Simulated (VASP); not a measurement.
GaN (rocksalt type):

```
Ga N
1.0
     0.00000    1.72858    1.72858
     1.72858    0.00000    1.72858
     1.72858    1.72858    0.00000
Ga N
1 1
Direct
  0.00000 0.00000 0.00000
  0.50000 0.50000 0.50000
```

This cell differs from its parent crystal: volume scaled by 0.55.

Base run:

- Program: VASP 6.6.1
- Functional: PBEsol
- Potentials or basis: VASP PAW PBE potentials, release 64 (Ga_d, N)
- Cutoff: 600 eV
- k mesh: 17 × 17 × 17
- Occupations: fermi-dirac, width 0.05 eV
- Spin: no spin polarisation

Its results: band gap on the k mesh 5.38 eV, indirect (least direct gap 6.74 eV); pressure 518.5 GPa.

Task: The run is repeated on the same cell with these changes: functional from PBEsol to r2SCAN; cutoff from 600 eV to 660 eV; k mesh from 17 × 17 × 17 to 21 × 21 × 21. What comes out?

Result: Band gap on the k mesh 6.13 eV, indirect (least direct gap 7.61 eV); pressure 537.1 GPa.

Several settings changed at once, so the effect can't be laid on one alone.

Caveats: the PAW data sets were made with another functional, which shifts forces and pressure a little.

A k mesh can miss the band edges.
